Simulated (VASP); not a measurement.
# As (R-3m) in VASP: a series of runs

As is run at these levels: PBE0, HSE06, BLYP; tasks: single point.

Program: VASP 6.6.1. These are calculated values, not measurements. Logs are shortened: lines on timing, memory, paths and dates and some standing lists are left out, and cuts for length are marked.

**1. The cell of the first run**

Symmetry: R-3m, No. 166, trigonal system. Conventional cell: a = 3.778 Å, b = 3.778 Å, c = 10.547 Å, α = 90.00°, β = 90.00°, γ = 120.00°. As (site symmetry 3m) has 6 As at 2.51 to 3.15 Å within 3.3 Å.

**2. Single point, PBE0**

File POSCAR:

```
As
1.0
    1.8888525077      1.0905295038      3.5156347526
   -1.8888525077      1.0905295038      3.5156347526
    0.0000000000     -2.1810590076      3.5156347526
As
2
Direct
    0.2256193608      0.2256193608      0.2256193608
    0.7743806392      0.7743806392      0.7743806392
```

File INCAR.step1:

```
ALGO = Normal ; EDIFF = 1E-5
ENCUT = 520 ; GGA = PE
ISIF = 2 ; ISMEAR = -1
LASPH = T ; LCHARG = F
LREAL = F ; LWAVE = T
NBANDS = 12 ; NELM = 60
PREC = Accurate ; SIGMA = 0.05
```

File INCAR.step2:

```
AEXX = 0.25 ; ALGO = Normal
EDIFF = 1E-7 ; ENCUT = 520
GGA = PE ; ISIF = 2
ISMEAR = -1 ; ISTART = 1
LASPH = T ; LCHARG = F
LHFCALC = T ; LREAL = F
LWAVE = F ; NBANDS = 12
NELM = 60 ; PREC = Accurate
PRECFOCK = Normal ; SIGMA = 0.05
```

File KPOINTS:

```
k-points
0
Gamma
  5 5 5
```

Potentials or basis: VASP PAW PBE potentials, release 64 (As).

Command:

```console
$ cat potpaw_PBE.64/As/POTCAR > POTCAR
$ cp INCAR.step1 INCAR
$ mpirun -np 1 vasp_std > vasp.out
$ cp INCAR.step2 INCAR
$ mpirun -np 1 vasp_std > vasp.out
```

OUTCAR:

```text
AEXX = 0.25
   EDIFF = 1E-7
   ENCUT = 520
   GGA = PE
   ISIF = 2
   ISMEAR = -1
   ISTART = 1
   LASPH = T
   LHFCALC = T
   LREAL = F
   NELM = 60
   PREC = Accurate
   PRECFOCK = Normal

 ion  position               nearest neighbor table
   1  0.226  0.226  0.226-   2 2.51   2 2.51   2 2.51
   2  0.774  0.774  0.774-   1 2.51   1 2.51   1 2.51

  LATTYP: Found a trigonal (rhomboedric) cell.
 ALAT       =     4.1372341133
 COS(alpha) =     0.5831249572

  Lattice vectors:

 A1 = (   1.8888525077,   1.0905295038,   3.5156347526)
 A2 = (  -1.8888525077,   1.0905295038,   3.5156347526)
 A3 = (   0.0000000000,  -2.1810590076,   3.5156347526)

Analysis of symmetry for initial positions (statically):
=====================================================================
 Subroutine PRICEL returns:
 Original cell was already a primitive cell.

 Routine SETGRP: Setting up the symmetry group for a
 trigonal (rhombohedral) supercell.

 Subroutine GETGRP returns: Found 12 space group operations
 (whereof 12 operations were pure point group operations)
 out of a pool of 12 trial point group operations.

The static configuration has the point symmetry D_3d.

Analysis of symmetry for dynamics (positions and initial velocities):
=====================================================================
 Subroutine PRICEL returns:
 Original cell was already a primitive cell.

 Routine SETGRP: Setting up the symmetry group for a
 trigonal (rhombohedral) supercell.

 Subroutine GETGRP returns: Found 12 space group operations
 (whereof 12 operations were pure point group operations)
 out of a pool of 12 trial point group operations.

The dynamic configuration has the point symmetry D_3d.

 Subroutine INISYM returns: Found 12 space group operations
 (whereof 12 operations are pure point group operations),
 and found     1 'primitive' translations

----------------------------------------------------------------------------------------

                                     Primitive cell

  volume of cell :      43.4501

  direct lattice vectors                    reciprocal lattice vectors
     1.888852508  1.090529504  3.515634753     0.264710981  0.152830956  0.094814552
    -1.888852508  1.090529504  3.515634753    -0.264710981  0.152830956  0.094814552
     0.000000000 -2.181059008  3.515634753     0.000000000 -0.305661912  0.094814552

  length of vectors
     4.137234113  4.137234113  4.137234113     0.320029692  0.320029692  0.320029692

  position of ions in fractional coordinates (direct lattice)
     0.225619361  0.225619361  0.225619361
     0.774380639  0.774380639  0.774380639

  ion indices of the primitive-cell ions
   primitive index   ion index
                 1           1
                 2           2

----------------------------------------------------------------------------------------

 KPOINTS: k-points

Automatic generation of k-mesh.
 Grid dimensions read from file:
 generate k-points for:    5    5    5

 Generating k-lattice:

  Cartesian coordinates                     Fractional coordinates (reciprocal lattice)
     0.052942196  0.030566191  0.018962910     0.200000000  0.000000000  0.000000000
    -0.052942196  0.030566191  0.018962910     0.000000000  0.200000000  0.000000000
     0.000000000 -0.061132382  0.018962910     0.000000000  0.000000000  0.200000000

  Length of vectors
     0.064005938  0.064005938  0.064005938

  Shift w.r.t. Gamma in fractional coordinates (k-lattice)
     0.000000000  0.000000000  0.000000000

 Subroutine IBZKPT returns following result:
 ===========================================

 Found     19 irreducible k-points:

 Following reciprocal coordinates:
            Coordinates               Weight
  0.000000  0.000000  0.000000      1.000000
  0.200000  0.000000 -0.000000      6.000000
  0.400000  0.000000  0.000000      6.000000
  0.200000  0.200000 -0.000000      6.000000
  0.400000  0.200000  0.000000     12.000000
 -0.400000  0.200000  0.000000     12.000000
[... 11 lines left out ...]
  0.400000  0.400000  0.400000      2.000000
 -0.400000  0.400000  0.400000      6.000000
   k-points           NKPTS =     19   k-points in BZ     NKDIM =    125   number of bands    NBANDS=     12
   number of dos      NEDOS =    301   number of ions     NIONS =      2
   total plane-waves  NPLWV =  32768
   dimension x,y,z NGX =    32 NGY =   32 NGZ =   32
   dimension x,y,z NGXF=    64 NGYF=   64 NGZF=   64
   ions per type =               2
   NGX,Y,Z   is equivalent  to a cutoff of  12.86, 12.86, 12.86 a.u.
   NGXF,Y,Z  is equivalent  to a cutoff of  25.72, 25.72, 25.72 a.u.
 SYSTEM =  unknown system
   PREC   = accura    normal or accurate (medium, high low for compatibility)
   ISTART =      1    job   : 0-new  1-cont  2-samecut
   ICHARG =      0    charge: 1-file 2-atom 10-const
   ISPIN  =      1    spin polarized calculation?
   LNONCOLLINEAR =      F non collinear calculations
   LSORBIT =      F    spin-orbit coupling
   LASPH  =      T    aspherical Exc in radial PAW
   ENCUT  =  520.0 eV  38.22 Ry    6.18 a.u.   7.69  7.69  7.69*2*pi/ulx,y,z
   NELM   =     60;   NELMIN=  2; NELMDL=  0     # of ELM steps
   EDIFF  = 0.1E-06   stopping-criterion for ELM
   LREAL  =      F    real-space projection
   EDIFFG = 0.1E-05   stopping-criterion for IOM
   NSW    =      0    number of steps for IOM
   IBRION =     -1    ionic relax: 0-MD 1-quasi-New 2-CG
   NFREE  =      0    steps in history (QN), initial steepest desc. (CG)
   ISIF   =      2    stress and relaxation
   ISYM   =      3    0-nonsym 1-usesym 2-fastsym
   POTIM  = 0.5000    time-step for ionic-motion
   TEBEG  =    0.0;   TEEND  =   0.0 temperature during run
   PSTRESS=    0.0 pullay stress
   NELECT =      10.0000    total number of electrons
   NUPDOWN=      -1.0000    fix difference up-down
   EMIN   =  10.00;   EMAX   =-10.00  energy-range for DOS
   EFERMI =   0.00;   METHOD = LEGACY
   ISMEAR =    -1;   SIGMA  =   0.05  broadening in eV -4-tet -1-fermi 0-gaus
   EFERMI_NEDOS =   21; number of points for ismear=-14 and -15
   IALGO  =     38    algorithm
   IMIX   =      1    mixing-type and parameters
     AMIX     =   0.40;   BMIX     =  1.00
     AMIX_MAG =   1.60;   BMIX_MAG =  1.00
  volume/ion in A,a.u.               =      21.73       146.61
  Fermi-wavevector in a.u.,A,eV,Ry     =   1.003255  1.895877 13.694545  1.006521
  Thomas-Fermi vector in A             =   2.135795
   LORBIT       =      0    0 simple, 1 ext, 2 COOP (PROOUT), +10 PAW based schemes
   GGA     = PE    functional components
   LHFCALC =     T    Hartree Fock is set to
   PRECFOCK=normal    Normal, Fast or Accurate (Low or Medium for compatibility)
   ENCUT4O =  -1.0   cutoff for four orbital integrals eV
   NKREDX  =     1    reduce k-point grid by
   NKREDY  =     1    reduce k-point grid by
   NKREDZ  =     1    reduce k-point grid by
   AEXX    =    0.2500 exact exchange contribution
   HFSCREEN=    0.0000 screening length (either q_TF or 0.3 A-1)
   HFSCREENC=   0.0000 screening length for correlation (either q_TF or 0.3 A-1)
   ENCUTFOCK=  -1.0 apply spherical cutoff to Coloumb kernel
   IVDW    =     0    specifies the selected vdW correction
   LEPSILON=     F    determine dielectric tensor
   LRPA    =     F    only Hartree local field effects (RPA)
 non-spin polarized calculation
  energy-cutoff  :      520.00
  volume of cell :       43.45
 maximum number of plane-waves:      1179
  NGX = 24; NGY = 24; NGZ = 24

 number of electron       9.9999999 magnetization

 Free energy of the ion-electron system (eV)
  ---------------------------------------------------
  ext. energy  EPLUGINS =         0.00000000
  ---------------------------------------------------
  free energy    TOTEN  =       -12.36494213 eV

  energy without entropy =      -12.36489342  energy(sigma->0) =      -12.36491778

 E-fermi :   5.4945     XC(G=0):  -7.8654

 val. band max:        5.1238623687   @ k =   0.4000   0.2000   0.2000
 cond. band min:       5.8652015080   @ k =   0.4000   0.0000   0.0000
 fundamental gap:      0.7413391393
 Fermi energy:         5.4945191880

 k-point     1 :       0.0000    0.0000    0.0000
  band No.  band energies     occupation
      1     -11.9347      2.00000
      2      -1.5248      2.00000
      3       2.0547      2.00000
      4       2.4447      2.00000
      5       2.4447      2.00000
      6       7.4785      0.00000
      7       8.9866      0.00000
      8       8.9866      0.00000
      9      13.0739      0.00000
     10      13.0739      0.00000
     11      13.6749      0.00000
     12      15.0445      0.00000

 k-point     2 :       0.2000    0.0000   -0.0000
  band No.  band energies     occupation
      1     -11.3510      2.00000
      2      -3.4259      2.00000
      3       1.7879      2.00000
      4       2.0660      2.00000
      5       2.9606      2.00000
      6       7.4364      0.00000
      7       8.3722      0.00000
      8       8.5119      0.00000
      9      11.8302      0.00000
     10      12.6206      0.00000
     11      13.3043      0.00000
     12      17.7143      0.00000

 k-point     3 :       0.4000    0.0000    0.0000
  band No.  band energies     occupation
      1      -9.6942      2.00000
      2      -6.6008      2.00000
      3       1.5859      2.00000
      4       1.6271      2.00000
      5       4.0411      2.00000
      6       5.8652      0.00121
      7       6.6545      0.00000
      8       7.5269      0.00000
      9      13.8105      0.00000
     10      15.4567      0.00000
     11      16.4925      0.00000
     12      17.5457      0.00000
[... 211 lines left out ...]
 k-point    18 :       0.4000    0.4000    0.4000
  band No.  band energies     occupation
      1     -10.7399      2.00000
      2      -5.8770      2.00000
      3       2.6721      2.00000
      4       2.6721      2.00000
      5       4.3684      2.00000
      6       6.7827      0.00000
      7       6.7827      0.00000
      8       7.5650      0.00000
      9      13.7547      0.00000
     10      15.7912      0.00000
     11      15.7912      0.00000
     12      18.7703      0.00000

 k-point    19 :      -0.4000    0.4000    0.4000
  band No.  band energies     occupation
      1     -10.0698      2.00000
      2      -6.0404      2.00000
      3      -0.6999      2.00000
      4       1.7224      2.00000
      5       3.6407      2.00000
      6       7.9209      0.00000
      7       8.0030      0.00000
      8      10.6240      0.00000
      9      13.5486      0.00000
     10      15.5198      0.00000
     11      15.6208      0.00000
     12      18.3696      0.00000

------------------------ aborting loop because EDIFF is reached ----------------------------------------

  FORCE on cell =-STRESS in cart. coord.  units (eV):
  Direction    XX          YY          ZZ          XY          YZ          ZX
  --------------------------------------------------------------------------------------
  -------------------------------------------------------------------------------------
  Total       -0.1024316     -0.1024316     -0.1266515      0.0000000      0.0000000      0.0000000
  in kB       -3.7770632     -3.7770632     -4.6701462      0.0000000      0.0000000      0.0000000
  external PRESSURE =      -4.0747575 kB  Pullay stress =       0.0000000 kB

 VOLUME and BASIS-vectors are now :
 -----------------------------------------------------------------------------
  energy-cutoff  :      520.00
  volume of cell :       43.45
      direct lattice vectors                 reciprocal lattice vectors
     1.888852508  1.090529504  3.515634753     0.264710981  0.152830956  0.094814552
    -1.888852508  1.090529504  3.515634753    -0.264710981  0.152830956  0.094814552
     0.000000000 -2.181059008  3.515634753     0.000000000 -0.305661912  0.094814552

 POSITION                                       TOTAL-FORCE (eV/Angst)
 -----------------------------------------------------------------------------------
      0.00000      0.00000      2.37959         0.000000      0.000000      0.000343
      0.00000      0.00000      8.16732         0.000000      0.000000     -0.000343
 -----------------------------------------------------------------------------------
    total drift:                               -0.000000      0.000000      0.000000

  FREE ENERGIE OF THE ION-ELECTRON SYSTEM (eV)
  ---------------------------------------------------
  free  energy   TOTEN  =       -12.3649421313 eV

  energy  without entropy=      -12.3648934220  energy(sigma->0) =      -12.36491778
```

It took 13 min on 1 thread of AMD EPYC 7R13 (Zen 3), shared host; peak memory 0.16 GiB.

Results:

```yaml
Free_energy: -12.3649 eV
Pressure: -0.4 GPa
Band_gap_on_the_k_mesh: 0.74 eV (least direct gap 1.12 eV)
```

Caveat: the PAW data sets were made with another functional, which shifts forces and pressure a little.

(Part 1 of 2 ends here.)

The gap in the log of VASP goes by the Fermi energy; the results here count the filled bands.